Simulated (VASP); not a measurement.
Crystal: Cs.

```
CELL_PARAMETERS angstrom
0.00000 3.80811 3.80811
3.80811 0.00000 3.80811
3.80811 3.80811 0.00000
ATOMIC_POSITIONS crystal
Cs 0.00000 0.00000 0.00000
```

| Property | Result |
| --- | --- |
| Program | VASP 6.6.1 |
| Task | relaxation of cell and atoms |
| Functional | LDA |
| Potentials or basis | VASP PAW LDA potentials, release 64 (Cs_sv) |
| Cutoff | 600 eV |
| k mesh | 7 × 7 × 7 |
| Occupations | fermi-dirac, width 0.1 eV |
| Spin | no spin polarisation |

At the start: pressure -0.3 GPa; volume 110.45 Å³/atom.

Problem. Where does the relaxation end?

Solution. Over 4 steps the energy falls by 14.1 meV/atom and the volume is 95.50 Å³/atom (-13.5 %); space group Fm-3m (No. 225, to 0.05 Å).

Step by step:
```tsv
step	energy change (eV)	largest force (eV/Å)	pressure (GPa)	volume (Å³)
1	0.0000	0.0000	-0.28	110.45
2	-0.0049	0.0000	-0.23	107.37
3	-0.0135	0.0000	-0.07	98.50
4	-0.0141	0.0000	0.01	95.50
```

Final structure:
```
Cs
1.0
     0.00000    3.62792    3.62792
     3.62792    0.00000    3.62792
     3.62792    3.62792    0.00000
Cs
1
Direct
  0.00000 0.00000 0.00000
```
